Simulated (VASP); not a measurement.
A run of VASP 6.6.1 is set up as follows.

File INCAR:

```
SYSTEM = Si13C3
ALGO = Normal
EDIFF = 1E-6
ENCUT = 520
GGA = PS
ISIF = 2
ISMEAR = -1
LASPH = .True.
LCHARG = .False.
LREAL = Auto
LWAVE = .False.
NBANDS = 166
NELM = 60
PREC = Accurate
SIGMA = 0.05
```

The input KPOINTS:

```
Automatic mesh
0
Gamma
  1 1 1
  0.5 0.5 0.5
```

File POSCAR:

```
Si13C3
1.0
   10.1180043833      0.0000000000      0.0000000000
    0.0000000000     10.1180043833      0.0000000000
    0.0000000000      0.0000000000     10.1180043833
Si C
52 12
Direct
    0.0175820000      0.0033150000      0.0212210000
    0.9892030000      0.0007850000      0.5288550000
    0.9787000000      0.4911190000      0.0195390000
    0.0174700000      0.5239310000      0.5049530000
    0.4993610000      0.0020800000      0.9577660000
    0.4736470000      0.0258570000      0.5032460000
    0.5150070000      0.4989000000      0.9994490000
    0.5143830000      0.4795810000      0.4835630000
    0.1570710000      0.1053240000      0.6417630000
    0.1110450000      0.6332670000      0.1259090000
    0.6123220000      0.1191110000      0.1226220000
    0.6628380000      0.5874550000      0.1533950000
    0.6043020000      0.6351260000      0.6228800000
    0.2545490000      0.2074900000      0.9857160000
    0.2667130000      0.2270230000      0.4855280000
    0.2514030000      0.7544810000      0.0000710000
    0.2535690000      0.7678850000      0.5331520000
    0.7513400000      0.2480750000      0.0055350000
    0.7012720000      0.2496200000      0.4943100000
    0.7803250000      0.8193490000      0.9647450000
    0.7504800000      0.7532900000      0.5060950000
    0.3771610000      0.3590930000      0.1220240000
    0.3727460000      0.3698160000      0.6215620000
    0.3879890000      0.8830530000      0.1208930000
    0.8515590000      0.3712020000      0.1644940000
    0.8666530000      0.3770110000      0.6112600000
    0.8592010000      0.8743520000      0.6662300000
    0.2544660000      0.0263840000      0.2496960000
    0.2504570000      0.5075290000      0.2475590000
    0.2329700000      0.5176210000      0.7314890000
    0.7680280000      0.9883200000      0.2262750000
    0.7403690000      0.5087260000      0.7497780000
    0.3798880000      0.6320810000      0.3871490000
    0.3848970000      0.6376050000      0.8652310000
    0.8700170000      0.1262950000      0.3779930000
    0.8662460000      0.0980470000      0.8786150000
    0.8483840000      0.6025010000      0.3626360000
    0.8788070000      0.6337140000      0.8775940000
    0.0195810000      0.2311560000      0.2339220000
    0.9941260000      0.2342610000      0.7420610000
    0.9629690000      0.7652020000      0.2303110000
    0.0294670000      0.7408510000      0.7387060000
    0.4990500000      0.2450470000      0.2794180000
    0.4854680000      0.2147170000      0.7405470000
    0.5223900000      0.7457990000      0.2452250000
    0.4995350000      0.8014030000      0.7451460000
    0.1292350000      0.3679630000      0.3778920000
    0.1161940000      0.3686530000      0.8788960000
    0.1116970000      0.8797510000      0.3789940000
    0.1555740000      0.8964490000      0.8558000000
    0.6192150000      0.3537750000      0.8622770000
    0.6263950000      0.8916030000      0.3811330000
    0.1371590000      0.1171090000      0.1225010000
    0.1321730000      0.6367720000      0.6189230000
    0.5688820000      0.1582070000      0.5859020000
    0.3670370000      0.9107360000      0.6442960000
    0.8837970000      0.8906070000      0.1105470000
    0.2817280000      0.0015340000      0.7485400000
    0.7712960000      0.9434110000      0.8197030000
    0.7265700000      0.4588870000      0.2848750000
    0.3719270000      0.1256470000      0.3694690000
    0.3692510000      0.0943290000      0.8454430000
    0.6243590000      0.3734960000      0.3698520000
    0.6290060000      0.8979000000      0.8628740000
```

Potentials or basis: VASP PAW PBE potentials, release 64 (Si, C).

Launch:

```bash
$ cat potpaw_PBE.64/Si/POTCAR potpaw_PBE.64/C/POTCAR > POTCAR
$ mpirun -np 1 vasp_std > vasp.out
```

Predict the pressure.

0.2 GPa.

Estimate the largest force.

0.151 eV/Å.

Stress tensor (GPa, compression positive):
```
-1.18 -1.39  1.21
-1.39  1.04 -0.75
 1.21 -0.75  0.64
```

Caveat: the k points lie up to 0.62 Å⁻¹ apart; the PAW data sets were made with another functional, which shifts forces and pressure a little.
